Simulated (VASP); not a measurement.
# Tl (P6_3/mmc) in VASP: further runs

Tl is run at these levels: PBE; tasks: single point.

Everything below comes from runs of VASP 6.6.1. Logs are shortened: lines on timing, memory, paths and dates and some standing lists are left out, and cuts for length are marked.

## (1) The cell of the first run

It takes space group P6_3/mmc (No. 194, hexagonal). The conventional cell has a = 3.542 Å, b = 3.542 Å, c = 5.525 Å, α = 90.00°, β = 90.00°, γ = 120.00°. Tl (site symmetry -6m2) has 12 Tl at 3.44 to 3.54 Å within 4.5 Å.

## (2) Single point, PBE (strain +0.025 along x and y, +0.000 along z)

Contents of INCAR:

```
SYSTEM = Tl
PREC = Accurate
ENCUT = 520
EDIFF = 1E-6
ISMEAR = 0
SIGMA = 0.15
LREAL = .FALSE.
LASPH = .TRUE.
NELM = 80
ALGO = Fast
ISIF = 2
LWAVE = .FALSE.
LCHARG = .FALSE.
GGA = PE
NBANDS = 20
```

Contents of KPOINTS:

```
Automatic mesh
0
G
  18 18 10
  0 0 0
```

Contents of POSCAR:

```
Tl
1.0
    3.5423983154      0.0000000000      0.0000000000
   -1.7711991577      3.0678069315      0.0000000000
    0.0000000000      0.0000000000      5.5250000000
Tl
2
Direct
    0.3333333333      0.6666666667      0.2500000000
    0.6666666667      0.3333333333      0.7500000000
```

Potentials or basis: VASP PAW PBE potentials, release 64 (Tl_d).

Command:

```sh
> cat potpaw_PBE.64/Tl_d/POTCAR > POTCAR
> mpirun -np 1 vasp_std > vasp.out
```

OUTCAR:

```text
SYSTEM = Tl
   PREC = Accurate
   ENCUT = 520
   EDIFF = 1E-6
   ISMEAR = 0
   LREAL = .FALSE.
   LASPH = .TRUE.
   NELM = 80
   ISIF = 2
   GGA = PE

 ion  position               nearest neighbor table
   1  0.333  0.667  0.250-   2 3.44   2 3.44   2 3.44   2 3.44   2 3.44   2 3.44
   2  0.667  0.333  0.750-   1 3.44   1 3.44   1 3.44   1 3.44   1 3.44   1 3.44

  LATTYP: Found a hexagonal cell.
 ALAT       =     3.5423983154
 C/A-ratio  =     1.5596777968

  Lattice vectors:

 A1 = (   3.5423983154,   0.0000000000,   0.0000000000)
 A2 = (  -1.7711991577,   3.0678069315,   0.0000000000)
 A3 = (   0.0000000000,   0.0000000000,   5.5250000000)

Analysis of symmetry for initial positions (statically):
=====================================================================
 Subroutine PRICEL returns:
 Original cell was already a primitive cell.

 Routine SETGRP: Setting up the symmetry group for a
 hexagonal supercell.

 Subroutine GETGRP returns: Found 24 space group operations
 (whereof 12 operations were pure point group operations)
 out of a pool of 24 trial point group operations.

The static configuration has the point symmetry D_3d.
 The point group associated with its full space group is D_6h.

Analysis of symmetry for dynamics (positions and initial velocities):
=====================================================================
 Subroutine PRICEL returns:
 Original cell was already a primitive cell.

 Routine SETGRP: Setting up the symmetry group for a
 hexagonal supercell.

 Subroutine GETGRP returns: Found 24 space group operations
 (whereof 12 operations were pure point group operations)
 out of a pool of 24 trial point group operations.

The dynamic configuration has the point symmetry D_3d.
 The point group associated with its full space group is D_6h.

 Subroutine INISYM returns: Found 24 space group operations
 (whereof 12 operations are pure point group operations),
 and found     1 'primitive' translations

----------------------------------------------------------------------------------------

                                     Primitive cell

  volume of cell :      60.0424

  direct lattice vectors                    reciprocal lattice vectors
     3.542398315  0.000000000  0.000000000     0.282294624  0.162982877  0.000000000
    -1.771199158  3.067806931  0.000000000     0.000000000  0.325965754  0.000000000
     0.000000000  0.000000000  5.525000000     0.000000000  0.000000000  0.180995475

  length of vectors
     3.542398315  3.542398315  5.525000000     0.325965754  0.325965754  0.180995475

  position of ions in fractional coordinates (direct lattice)
     0.333333333  0.666666667  0.250000000
     0.666666667  0.333333333  0.750000000

  ion indices of the primitive-cell ions
   primitive index   ion index
                 1           1
                 2           2

----------------------------------------------------------------------------------------

 KPOINTS: Automatic mesh

Automatic generation of k-mesh.
 Grid dimensions read from file:
 generate k-points for:   18   18   10

 Generating k-lattice:

  Cartesian coordinates                     Fractional coordinates (reciprocal lattice)
     0.015683035  0.009054604  0.000000000     0.055555556  0.000000000  0.000000000
     0.000000000  0.018109209  0.000000000     0.000000000  0.055555556  0.000000000
     0.000000000  0.000000000  0.018099548     0.000000000  0.000000000  0.100000000

  Length of vectors
     0.018109209  0.018109209  0.018099548

  Shift w.r.t. Gamma in fractional coordinates (k-lattice)
     0.000000000  0.000000000  0.000000000

 Subroutine IBZKPT returns following result:
 ===========================================

 Found    222 irreducible k-points:

 Following reciprocal coordinates:
            Coordinates               Weight
  0.000000  0.000000  0.000000      1.000000
  0.055556  0.000000  0.000000      6.000000
  0.111111  0.000000  0.000000      6.000000
  0.166667  0.000000  0.000000      6.000000
  0.222222  0.000000  0.000000      6.000000
  0.277778  0.000000  0.000000      6.000000
[... 16 lines left out ...]
  0.333333  0.111111  0.000000     12.000000
  0.388889  0.111111  0.000000     12.000000
 [... further k-points ...]
   k-points           NKPTS =    222   k-points in BZ     NKDIM =    222   number of bands    NBANDS=     20
   number of dos      NEDOS =    301   number of ions     NIONS =      2
   total plane-waves  NPLWV =  32928
   dimension x,y,z NGX =    28 NGY =   28 NGZ =   42
   dimension x,y,z NGXF=    56 NGYF=   56 NGZF=   84
   ions per type =               2
   NGX,Y,Z   is equivalent  to a cutoff of  13.14, 13.14, 12.64 a.u.
   NGXF,Y,Z  is equivalent  to a cutoff of  26.28, 26.28, 25.28 a.u.
 SYSTEM =  Tl
   PREC   = accura    normal or accurate (medium, high low for compatibility)
   ISTART =      0    job   : 0-new  1-cont  2-samecut
   ICHARG =      2    charge: 1-file 2-atom 10-const
   ISPIN  =      1    spin polarized calculation?
   LNONCOLLINEAR =      F non collinear calculations
   LSORBIT =      F    spin-orbit coupling
   LASPH  =      T    aspherical Exc in radial PAW
   ENCUT  =  520.0 eV  38.22 Ry    6.18 a.u.   6.59  6.59 10.27*2*pi/ulx,y,z
   NELM   =     80;   NELMIN=  2; NELMDL= -5     # of ELM steps
   EDIFF  = 0.1E-05   stopping-criterion for ELM
   LREAL  =      F    real-space projection
   EDIFFG = 0.1E-04   stopping-criterion for IOM
   NSW    =      0    number of steps for IOM
   IBRION =     -1    ionic relax: 0-MD 1-quasi-New 2-CG
   NFREE  =      0    steps in history (QN), initial steepest desc. (CG)
   ISIF   =      2    stress and relaxation
   ISYM   =      2    0-nonsym 1-usesym 2-fastsym
   POTIM  = 0.5000    time-step for ionic-motion
   TEBEG  =    0.0;   TEEND  =   0.0 temperature during run
   PSTRESS=    0.0 pullay stress
   NELECT =      26.0000    total number of electrons
   NUPDOWN=      -1.0000    fix difference up-down
   EMIN   =  10.00;   EMAX   =-10.00  energy-range for DOS
   EFERMI =   0.00;   METHOD = LEGACY
   ISMEAR =     0;   SIGMA  =   0.15  broadening in eV -4-tet -1-fermi 0-gaus
   EFERMI_NEDOS =   21; number of points for ismear=-14 and -15
   IALGO  =     68    algorithm
   IMIX   =      4    mixing-type and parameters
     AMIX     =   0.40;   BMIX     =  1.00
[... 10 lines left out ...]
   LRPA    =     F    only Hartree local field effects (RPA)
 non-spin polarized calculation
 RMM-DIIS sequential band-by-band and
 Gauss-broadening in eV      SIGMA  =   0.15
  energy-cutoff  :      520.00
  volume of cell :       60.04
 maximum number of plane-waves:      1659
 NGX is ok and might be reduce to    28
   NGX = 13   NGY = 13   NGZ = 21

 number of electron      26.0000001 magnetization

 Free energy of the ion-electron system (eV)
  ---------------------------------------------------
  ext. energy  EPLUGINS =         0.00000000
  ---------------------------------------------------
  free energy    TOTEN  =        -4.44682763 eV

  energy without entropy =       -4.43618821  energy(sigma->0) =       -4.44150792

 E-fermi :   6.0837     XC(G=0):  -9.9479

 val. band max:        6.0751523699   @ k =   0.2222   0.1111   0.2000
 cond. band min:       6.1064093751   @ k =   0.2778   0.1111   0.0000
 fundamental gap:      0.0312570052
 Fermi energy:         6.0837077083

 k-point     1 :       0.0000    0.0000    0.0000
  band No.  band energies     occupation
      1      -5.6302      2.00000
      2      -5.4263      2.00000
      3      -5.4263      2.00000
      4      -5.4190      2.00000
      5      -5.3761      2.00000
      6      -5.3761      2.00000
[... 12 lines left out ...]
     19      16.3543      0.00000
     20      17.0881      0.00000

 k-point     2 :       0.0556    0.0000    0.0000
  band No.  band energies     occupation
      1      -5.6219      2.00000
      2      -5.4501      2.00000
      3      -5.4152      2.00000
      4      -5.3933      2.00000
      5      -5.3760      2.00000
      6      -5.3657      2.00000
[... 12 lines left out ...]
     19      16.7659      0.00000
     20      16.9811      0.00000

 k-point     3 :       0.1111    0.0000    0.0000
  band No.  band energies     occupation
      1      -5.6037      2.00000
      2      -5.4726      2.00000
      3      -5.3829      2.00000
      4      -5.3788      2.00000
      5      -5.3751      2.00000
      6      -5.3717      2.00000
[... 12 lines left out ...]
     19      16.4737      0.00000
     20      17.4267      0.00000

 k-point     4 :       0.1667    0.0000    0.0000
  band No.  band energies     occupation
      1      -5.5992      2.00000
      2      -5.4769      2.00000
      3      -5.4051      2.00000
      4      -5.3938      2.00000
      5      -5.3807      2.00000
      6      -5.3332      2.00000
[... 12 lines left out ...]
     19      15.8382      0.00000
     20      17.7139      0.00000

 k-point     5 :       0.2222    0.0000    0.0000
  band No.  band energies     occupation
      1      -5.6223      2.00000
      2      -5.4680      2.00000
      3      -5.4458      2.00000
      4      -5.4194      2.00000
      5      -5.3719      2.00000
      6      -5.2719      2.00000
[... 12 lines left out ...]
     19      15.4890      0.00000
     20      17.0896      0.00000

 k-point     6 :       0.2778    0.0000    0.0000
  band No.  band energies     occupation
      1      -5.6573      2.00000
      2      -5.4932      2.00000
      3      -5.4741      2.00000
      4      -5.4451      2.00000
      5      -5.3429      2.00000
      6      -5.2065      2.00000
[... 12 lines left out ...]
     19      15.0387      0.00000
     20      16.5767      0.00000

 k-point     7 :       0.3333    0.0000    0.0000
  band No.  band energies     occupation
      1      -5.6923      2.00000
      2      -5.5407      2.00000
      3      -5.4915      2.00000
      4      -5.4680      2.00000
      5      -5.3084      2.00000
      6      -5.2175      2.00000
[... 12 lines left out ...]
     19      14.6132      0.00000
     20      16.1760      0.00000
[... 277 lines left out ...]
 k-point    20 :       0.1667    0.1111    0.0000
  band No.  band energies     occupation
      1      -5.5805      2.00000
      2      -5.5137      2.00000
      3      -5.4665      2.00000
      4      -5.4243      2.00000
      5      -5.3492      2.00000
      6      -5.2752      2.00000
[... 12 lines left out ...]
     19      16.0768      0.00000
     20      16.1447      0.00000

 k-point    21 :       0.2222    0.1111    0.0000
  band No.  band energies     occupation
      1      -5.6127      2.00000
      2      -5.5153      2.00000
      3      -5.4941      2.00000
      4      -5.4423      2.00000
      5      -5.3355      2.00000
      6      -5.2295      2.00000
[... 12 lines left out ...]
     19      15.5234      0.00000
     20      15.8661      0.00000

 k-point    22 :       0.2778    0.1111    0.0000
  band No.  band energies     occupation
      1      -5.6460      2.00000
      2      -5.5629      2.00000
      3      -5.4841      2.00000
      4      -5.4573      2.00000
      5      -5.3119      2.00000
      6      -5.2262      2.00000
[... 12 lines left out ...]
     19      15.1229      0.00000
     20      15.6203      0.00000

 k-point    23 :       0.3333    0.1111    0.0000
  band No.  band energies     occupation
      1      -5.6732      2.00000
      2      -5.6023      2.00000
      3      -5.4851      2.00000
      4      -5.4681      2.00000
      5      -5.2838      2.00000
      6      -5.2505      2.00000
[... 12 lines left out ...]
     19      14.8466      0.00000
     20      15.4397      0.00000

 k-point    24 :       0.3889    0.1111    0.0000
  band No.  band energies     occupation
      1      -5.6908      2.00000
      2      -5.6282      2.00000
      3      -5.4892      2.00000
      4      -5.4746      2.00000
      5      -5.2660      2.00000
      6      -5.2622      2.00000
[... 12 lines left out ...]
     19      14.6834      0.00000
     20      15.3305      0.00000

 [... further k-points ...]

------------------------ aborting loop because EDIFF is reached ----------------------------------------

  FORCE on cell =-STRESS in cart. coord.  units (eV):
  Direction    XX          YY          ZZ          XY          YZ          ZX
  --------------------------------------------------------------------------------------
  -------------------------------------------------------------------------------------
  Total        0.4450103      0.4450103      0.6407192      0.0000000     -0.0000000      0.0000000
  in kB       11.8747072     11.8747072     17.0970288      0.0000000     -0.0000000      0.0000000
  external PRESSURE =      13.6154811 kB  Pullay stress =       0.0000000 kB

 VOLUME and BASIS-vectors are now :
 -----------------------------------------------------------------------------
  energy-cutoff  :      520.00
  volume of cell :       60.04
      direct lattice vectors                 reciprocal lattice vectors
     3.542398315  0.000000000  0.000000000     0.282294624  0.162982877  0.000000000
    -1.771199158  3.067806931  0.000000000     0.000000000  0.325965754  0.000000000
     0.000000000  0.000000000  5.525000000     0.000000000  0.000000000  0.180995475

 POSITION                                       TOTAL-FORCE (eV/Angst)
 -----------------------------------------------------------------------------------
     -0.00000      2.04520      1.38125         0.000000     -0.000000      0.000000
      1.77120      1.02260      4.14375        -0.000000      0.000000      0.000000
 -----------------------------------------------------------------------------------
    total drift:                                0.000000     -0.000000      0.000000

  FREE ENERGIE OF THE ION-ELECTRON SYSTEM (eV)
  ---------------------------------------------------
  free  energy   TOTEN  =        -4.4468276330 eV

  energy  without entropy=       -4.4361882117  energy(sigma->0) =       -4.44150792
```

Run time: 2.3 min. Hardware: 1 thread of Intel Xeon Platinum 8488C (Sapphire Rapids), shared host; peak memory 0.33 GiB.

What came out:

* Free energy: -4.4468 eV
* Pressure: 1.4 GPa
* Band gap on the k mesh: zero (band 13 reaches 9.66 eV, above the bottom of band 14 at 3.96 eV)

Stress tensor (GPa, compression positive):
```
1.19 0.00 0.00
0.00 1.19 0.00
0.00 0.00 1.71
```

Caveat: the cell differs from its parent crystal (strain +0.025 along x and y, +0.000 along z); spin-orbit coupling is left out, which moves the levels of the heavy elements.

(Part 1 of 2 ends here.)
